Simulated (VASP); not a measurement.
Here is a VASP 6.6.1 calculation.

INCAR

```
PREC = Accurate
ENCUT = 520
EDIFF = 1E-7
ISMEAR = -1
SIGMA = 0.15
LREAL = False
LASPH = True
NELM = 80
ALGO = Fast
ISIF = 2
LWAVE = False
LCHARG = False
GGA = PS
NBANDS = 11
```

File KPOINTS:

```
Automatic mesh
0
Gamma
  16 16 16
```

File POSCAR:

```
Pd
1.0
    0.0000000000      1.9402310249      1.9402310249
    1.9402310249      0.0000000000      1.9402310249
    1.9402310249      1.9402310249      0.0000000000
Pd
1
Direct
    0.0000000000      0.0000000000      0.0000000000
```

Potentials or basis: VASP PAW PBE potentials, release 64 (Pd).

The run is started by

```console
$ cat potpaw_PBE.64/Pd/POTCAR > POTCAR
$ mpirun -np 1 vasp_std > vasp.out
```

Problem. Predict the band gap on the k mesh.

Solution. Zero (band 5 reaches 10.09 eV, above the bottom of band 6 at 8.47 eV).

Problem. Predict the pressure.

Solution. -0.3 GPa.

Caveat: the PAW data sets were made with another functional, which shifts forces and pressure a little.
